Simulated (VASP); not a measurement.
# CaO (Fm-3m) in VASP: single point with LDA

Aim: the single point of CaO with LDA.

All numbers are computed with VASP 6.6.1; they aren't measurements. Logs are shortened: lines on timing, memory, paths and dates and some standing lists are left out, and cuts for length are marked.

## 1. The cell of the first run

It takes space group Fm-3m (No. 225, cubic). Conventional cell: a = 4.707 Å, b = 4.707 Å, c = 4.707 Å, α = 90.00°, β = 90.00°, γ = 90.00°. Within 3.1 Å of Ca (site symmetry m-3m) lie 6 O at 2.35 Å. O (site symmetry m-3m) has 6 Ca at 2.35 Å within 3.1 Å.

## 2. Single point, LDA

Input file INCAR:

```
ALGO = Normal
EDIFF = 1E-6
ENCUT = 1340
GGA = CA
GGA_COMPAT = F
ISIF = 2
ISMEAR = 0
LASPH = T
LCHARG = F
LREAL = F
LWAVE = F
NBANDS = 15
NELM = 120
PREC = Accurate
SIGMA = 0.02
```

Input file KPOINTS:

```
k-points
0
Gamma
  8 8 8
```

Input file POSCAR:

```
CaO
1.0
    0.0000000000      2.3537266217      2.3537266217
    2.3537266217      0.0000000000      2.3537266217
    2.3537266217      2.3537266217      0.0000000000
Ca O
1 1
Direct
    0.0000000000      0.0000000000      0.0000000000
    0.5000000000      0.5000000000      0.5000000000
```

Potentials or basis: VASP PAW LDA potentials, release 64 (Ca_sv, O_h).

Command:

```bash
$ cat potpaw_LDA.64/Ca_sv/POTCAR potpaw_LDA.64/O_h/POTCAR > POTCAR
$ mpirun -np 1 vasp_std > vasp.out
```

OUTCAR:

```text
EDIFF = 1E-6
   ENCUT = 1340
   GGA = CA
   ISIF = 2
   ISMEAR = 0
   LASPH = T
   LREAL = F
   NELM = 120
   PREC = Accurate

 ion  position               nearest neighbor table
   1  0.000  0.000  0.000-
   2  0.500  0.500  0.500-

  LATTYP: Found a face centered cubic cell.
 ALAT       =     4.7074532434

  Lattice vectors:

 A1 = (   0.0000000000,   2.3537266217,   2.3537266217)
 A2 = (   2.3537266217,   0.0000000000,   2.3537266217)
 A3 = (   2.3537266217,   2.3537266217,   0.0000000000)

Analysis of symmetry for initial positions (statically):
=====================================================================
 Subroutine PRICEL returns:
 Original cell was already a primitive cell.

 Routine SETGRP: Setting up the symmetry group for a
 face centered cubic supercell.

 Subroutine GETGRP returns: Found 48 space group operations
 (whereof 48 operations were pure point group operations)
 out of a pool of 48 trial point group operations.

The static configuration has the point symmetry O_h .

Analysis of symmetry for dynamics (positions and initial velocities):
=====================================================================
 Subroutine PRICEL returns:
 Original cell was already a primitive cell.

 Routine SETGRP: Setting up the symmetry group for a
 face centered cubic supercell.

 Subroutine GETGRP returns: Found 48 space group operations
 (whereof 48 operations were pure point group operations)
 out of a pool of 48 trial point group operations.

The dynamic configuration has the point symmetry O_h .

 Subroutine INISYM returns: Found 48 space group operations
 (whereof 48 operations are pure point group operations),
 and found     1 'primitive' translations

----------------------------------------------------------------------------------------

                                     Primitive cell

  volume of cell :      26.0794

  direct lattice vectors                    reciprocal lattice vectors
     0.000000000  2.353726622  2.353726622    -0.212429088  0.212429088  0.212429088
     2.353726622  0.000000000  2.353726622     0.212429088 -0.212429088  0.212429088
     2.353726622  2.353726622  0.000000000     0.212429088  0.212429088 -0.212429088

  length of vectors
     3.328672111  3.328672111  3.328672111     0.367937974  0.367937974  0.367937974

  position of ions in fractional coordinates (direct lattice)
     0.000000000  0.000000000  0.000000000
     0.500000000  0.500000000  0.500000000

[... 86 lines left out ...]
   PSTRESS=    0.0 pullay stress
   NELECT =      16.0000    total number of electrons
   NUPDOWN=      -1.0000    fix difference up-down
   EMIN   =  10.00;   EMAX   =-10.00  energy-range for DOS
   EFERMI =   0.00;   METHOD = LEGACY
   ISMEAR =     0;   SIGMA  =   0.02  broadening in eV -4-tet -1-fermi 0-gaus
   EFERMI_NEDOS =   21; number of points for ismear=-14 and -15
   IALGO  =     38    algorithm
   IMIX   =      4    mixing-type and parameters
     AMIX     =   0.40;   BMIX     =  1.00
     AMIX_MAG =   1.60;   BMIX_MAG =  1.00
  volume/ion in A,a.u.               =      13.04        88.00
  Fermi-wavevector in a.u.,A,eV,Ry     =   1.391069  2.628740 26.328282  1.935074
  Thomas-Fermi vector in A             =   2.514944
   LORBIT       =      0    0 simple, 1 ext, 2 COOP (PROOUT), +10 PAW based schemes
   GGA     = CA    functional components
   LHFCALC =     F    Hartree Fock is set to
   AEXX    =    0.0000 exact exchange contribution
   IVDW    =     0    specifies the selected vdW correction
   LEPSILON=     F    determine dielectric tensor
   LRPA    =     F    only Hartree local field effects (RPA)
 non-spin polarized calculation
 Gauss-broadening in eV      SIGMA  =   0.02
  energy-cutoff  :     1340.00
  volume of cell :       26.08
 maximum number of plane-waves:      2936
   NGX = 19   NGY = 19   NGZ = 19

 number of electron      16.0000000 magnetization

 Free energy of the ion-electron system (eV)
  ---------------------------------------------------
  ext. energy  EPLUGINS =         0.00000000
  ---------------------------------------------------
  free energy    TOTEN  =       -14.22841929 eV

  energy without entropy =      -14.22841929  energy(sigma->0) =      -14.22841929

 E-fermi :   2.9078     XC(G=0): -11.3431

 val. band max:        2.6839966809   @ k =   0.0000   0.0000   0.0000
 cond. band min:       6.1064893787   @ k =   0.5000   0.5000   0.0000
 fundamental gap:      3.4224926979
 Fermi energy:         2.9078480961

 k-point     1 :       0.0000    0.0000    0.0000
  band No.  band energies     occupation
      1     -34.1365      2.00000
      2     -15.1289      2.00000
      3     -15.1289      2.00000
      4     -15.1289      2.00000
      5     -12.6440      2.00000
      6       2.6840      2.00000
      7       2.6840      2.00000
      8       2.6840      2.00000
      9       7.7715      0.00000
     10       8.9359      0.00000
     11       8.9359      0.00000
     12       8.9359      0.00000
     13      10.6123      0.00000
     14      10.6123      0.00000
[... 401 lines left out ...]
      2     -16.3161      2.00000
      3     -15.4420      2.00000
      4     -15.2918      2.00000
      5     -11.4734      2.00000
      6       0.4823      2.00000
      7       1.4739      2.00000
      8       1.5147      2.00000
      9       9.5671      0.00000
     10       9.6379      0.00000
     11      11.7710      0.00000
     12      12.0787      0.00000
     13      13.4034      0.00000
     14      15.1207      0.00000
     15      17.1750      0.00000

 [... further k-points ...]

------------------------ aborting loop because EDIFF is reached ----------------------------------------

  FORCE on cell =-STRESS in cart. coord.  units (eV):
  Direction    XX          YY          ZZ          XY          YZ          ZX
  --------------------------------------------------------------------------------------
  -------------------------------------------------------------------------------------
  Total        0.1525331      0.1525331      0.1525331      0.0000000      0.0000000     -0.0000000
  in kB        9.3707996      9.3707996      9.3707996      0.0000000      0.0000000     -0.0000000
  external PRESSURE =       9.3707996 kB  Pullay stress =       0.0000000 kB

 VOLUME and BASIS-vectors are now :
 -----------------------------------------------------------------------------
  energy-cutoff  :     1340.00
  volume of cell :       26.08
      direct lattice vectors                 reciprocal lattice vectors
     0.000000000  2.353726622  2.353726622    -0.212429088  0.212429088  0.212429088
     2.353726622  0.000000000  2.353726622     0.212429088 -0.212429088  0.212429088
     2.353726622  2.353726622  0.000000000     0.212429088  0.212429088 -0.212429088

 POSITION                                       TOTAL-FORCE (eV/Angst)
 -----------------------------------------------------------------------------------
      0.00000      0.00000      0.00000         0.000000     -0.000000      0.000000
      2.35373      2.35373      2.35373        -0.000000      0.000000      0.000000
 -----------------------------------------------------------------------------------
    total drift:                                0.000000     -0.000000      0.000000

  FREE ENERGIE OF THE ION-ELECTRON SYSTEM (eV)
  ---------------------------------------------------
  free  energy   TOTEN  =       -14.2284192870 eV

  energy  without entropy=      -14.2284192870  energy(sigma->0) =      -14.22841929
```

It took 20 s on 1 thread of Intel Xeon 6975P-C (Granite Rapids), shared host; peak memory 0.22 GiB.

What came out:

```yaml
Free_energy: -14.2284 eV
Pressure: 0.9 GPa
Band_gap_on_the_k_mesh: 3.42 eV (least direct gap 3.78 eV)
```

A k mesh can miss the band edges. Expect the measured gap to be larger: semilocal functionals such as LDA lack the derivative discontinuity.
